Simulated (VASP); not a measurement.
# Na (Fm-3m) in VASP: a series of runs, part 2 of 2

VASP 6.6.1. Earlier steps stand in the parts before.

### 6 Relaxation of cell and atoms, LDA, target pressure 30 GPa, at which the enthalpy is minimised

This run uses another cell than the first one, of 39.15 Å³/atom.

Contents of INCAR:

```
SYSTEM = Na
PREC     = Accurate       ! precision mode
ENCUT    = 500            ! plane-wave cutoff, eV
EDIFF    = 1E-7           ! SCF threshold, eV
ISMEAR   = 1              ! smearing method
SIGMA    = 0.05           ! smearing width, eV
LREAL    = .FALSE.        ! projectors in reciprocal space
LASPH    = .TRUE.         ! aspherical terms in the spheres
NELM     = 120            ! most SCF steps
ALGO     = Normal         ! electronic algorithm
ISIF     = 3              ! what is computed and relaxed
LWAVE    = .FALSE.        ! write WAVECAR
LCHARG   = .FALSE.        ! write CHGCAR
IBRION   = 2              ! ionic algorithm
NSW      = 80             ! ionic steps
EDIFFG   = -0.02          ! ionic threshold
PSTRESS  = 300.0        
GGA_COMPAT= .FALSE.      
NELMIN   = 4
```

Contents of KPOINTS:

```
Automatic mesh
0
G
  6 6 6
  0 0 0
```

Contents of POSCAR:

```
Na
1.0
    0.0000000000      2.6950000000      2.6950000000
    2.6950000000      0.0000000000      2.6950000000
    2.6950000000      2.6950000000      0.0000000000
Na
1
Direct
    0.0000000000      0.0000000000      0.0000000000
```

Potentials or basis: VASP PAW LDA potentials, release 64 (Na_pv).

Started as:

```bash
> cat potpaw_LDA.64/Na_pv/POTCAR > POTCAR
> mpirun -np 1 vasp_std > vasp.out
```

OUTCAR:

```text
SYSTEM = Na
   PREC = Accurate
   ENCUT = 500
   EDIFF = 1E-7
   ISMEAR = 1
   LREAL = .FALSE.
   LASPH = .TRUE.
   NELM = 120
   ISIF = 3
   IBRION = 2
   NSW = 80
   EDIFFG = -0.02
   PSTRESS = 300.0
   NELMIN = 4

 ion  position               nearest neighbor table
   1  0.000  0.000  0.000-

  LATTYP: Found a face centered cubic cell.
 ALAT       =     5.3900000000

  Lattice vectors:

 A1 = (   0.0000000000,   2.6950000000,   2.6950000000)
 A2 = (   2.6950000000,   0.0000000000,   2.6950000000)
 A3 = (   2.6950000000,   2.6950000000,   0.0000000000)

Analysis of symmetry for initial positions (statically):
=====================================================================
 Subroutine PRICEL returns:
[... 148 lines left out ...]
 maximum number of plane-waves:      1018
   NGX = 13   NGY = 13   NGZ = 13

--------------------------------------- Ionic step        1  -------------------------------------------

 number of electron       6.9999992 magnetization

 Free energy of the ion-electron system (eV)
  ---------------------------------------------------
  ext. energy  EPLUGINS =         0.00000000
  ---------------------------------------------------
  free energy    TOTEN  =        -1.41907127 eV

  energy without entropy =       -1.41808405  energy(sigma->0) =       -1.41874220

 E-fermi :  -0.2440     XC(G=0):  -6.5770

 val. band max:       -0.2625681603   @ k =   0.5000   0.3333   0.1667
 cond. band min:       0.2950345029   @ k =   0.5000   0.1667   0.0000
 fundamental gap:      0.5576026632
 Fermi energy:        -0.2439925386
[... 546 lines left out ...]
--------------------------------------- Ionic step        7  -------------------------------------------

 number of electron       7.0000002 magnetization

 Free energy of the ion-electron system (eV)
  ---------------------------------------------------
  ext. energy  EPLUGINS =         0.00000000
  ---------------------------------------------------
  free energy    TOTEN  =        -0.54798529 eV

  energy without entropy =       -0.54699710  energy(sigma->0) =       -0.54765589

 E-fermi :   3.8996     XC(G=0):  -9.7648

 val. band max:        3.8810511530   @ k =   0.5000   0.3333   0.1667
 cond. band min:       4.7853871322   @ k =   0.5000   0.1667   0.0000
 fundamental gap:      0.9043359791
 Fermi energy:         3.8996289623
[... 190 lines left out ...]
  energy  without entropy=       -0.5469970981  energy(sigma->0) =       -0.54765589

  enthalpy is  TOTEN    =         2.3595833075 eV   P V=        2.9075685951

 reached required accuracy - stopping structural energy minimisation
```

OSZICAR:

```text
N       E                     dE             d eps       ncg     rms          rms(c)
DAV:   1     0.216473819933E+02    0.21647E+02   -0.37464E+03   224   0.752E+02
DAV:   2    -0.992982638660E+00   -0.22640E+02   -0.22634E+02   224   0.140E+02
DAV:   3    -0.141713063952E+01   -0.42415E+00   -0.42415E+00   336   0.283E+01
[... 58 lines left out ...]
DAV:   1    -0.548400531254E+00    0.91516E-02   -0.13086E-02   224   0.273E+00    0.131E-01
DAV:   2    -0.548099310711E+00    0.30122E-03   -0.35045E-04   224   0.444E-01    0.670E-02
DAV:   3    -0.547992445891E+00    0.10686E-03   -0.15477E-04   231   0.277E-01    0.669E-03
DAV:   4    -0.547985363892E+00    0.70820E-05   -0.69523E-06   224   0.662E-02    0.687E-04
DAV:   5    -0.547985287680E+00    0.76212E-07   -0.49830E-08   112   0.507E-03
   7 F= 0.23595833E+01 E0= 0.23599127E+01  d E =-.655807E-03
```

It took 19 s on 1 thread of Intel Xeon Platinum 8259CL at 2.50GHz (Skylake/Cascade Lake), shared host; peak memory 0.14 GiB.

Results:

```yaml
Free_energy: -0.5480 eV
Relaxed_volume: 15.53 Å³/atom
Relaxed_cell: a = 2.800 Å, b = 2.800 Å, c = 2.800 Å, α = 60.00°, β = 60.00°, γ = 60.00°
Space_group_after_relaxing_to_0.1_Å: Fm-3m (No. 225)
Energy_change_on_relaxing_the_run_minimises_the_enthalpy: +871.1 meV/atom
Ionic_steps: 7
Pressure_after_relaxing: 30.1 GPa
Band_gap_on_the_k_mesh: zero (an odd number of electrons rules out a gap without spin polarisation)
```

The path:
```csv
step,energy change (eV),largest force (eV/Å),pressure (GPa),volume (Å³)
1,0.0000,0.0000,-1.08,39.15
2,2.9865,0.0000,114.06,9.96
3,0.7639,0.0000,26.43,16.14
4,0.8433,0.0000,29.06,15.68
5,0.9059,0.0000,31.16,15.35
6,0.8615,0.0000,29.68,15.58
7,0.8711,0.0000,30.07,15.53
```

Final structure:
```cif
data_structure
_symmetry_space_group_name_H-M 'P 1'
_symmetry_Int_Tables_number 1
_cell_length_a 2.8003
_cell_length_b 2.8003
_cell_length_c 2.8003
_cell_angle_alpha 60.000
_cell_angle_beta 60.000
_cell_angle_gamma 60.000
_cell_volume 15.53
loop_
_atom_site_label
_atom_site_type_symbol
_atom_site_fract_x
_atom_site_fract_y
_atom_site_fract_z
_atom_site_occupancy
Na1 Na 0.00000 0.00000 0.00000 1
```

Levels at points of the mesh, in eV from the Fermi level:
| k point | band 2 | band 3 | band 4 | band 5 | band 6 | band 7 |
| --- | --- | --- | --- | --- | --- | --- |
| (0.00, 0.00, 0.00) | -24.66 | -24.66 | -5.28 | 17.49 | 17.49 | 17.49 |
| (0.50, 0.00, 0.00) | -24.73 | -24.73 | 1.21 | 2.26 | 15.83 | 15.83 |
| (0.50, 0.50, 0.00) | -24.84 | -24.84 | 3.52 | 3.61 | 9.07 | 13.23 |

Caveat: the cell is relaxed towards a set pressure, so the run minimises the enthalpy, not the energy; the volume moved by over 15 % at a fixed basis, so the end points are rough.

### 7 Summary

```tsv
task	cell	gap on the mesh (eV)	pressure (GPa)
single point	a = 2.993 Å, angles 60.0°, 1 atom	none	14.9
single point	a = 3.624 Å, angles 60.0°, 1 atom	none	-0.1
relaxation of cell and atoms	relaxed from a = 3.811 Å, angles 60.0°, 1 atom	none	0.0
relaxation of cell and atoms	relaxed to 15 GPa from a = 3.811 Å, angles 60.0°, 1 atom	none	15.1
relaxation of cell and atoms	relaxed to 30 GPa from a = 3.811 Å, angles 60.0°, 1 atom	none	30.1
```

Alike in all rows: level LDA; potentials or basis VASP PAW LDA potentials, release 64 (Na_pv); no spin polarisation; k mesh 6 × 6 × 6; cutoff (eV) 500; smearing methfessel-paxton 0.05 eV.

Caveats: some runs use coarse meshes; the cell is relaxed towards a set pressure, so the run minimises the enthalpy, not the energy (at least some runs); the volume moved by over 15 % at a fixed basis, so the end points are rough (at least some runs).

Total energies depend on the potentials used, so only differences within one code and one set of settings carry meaning.
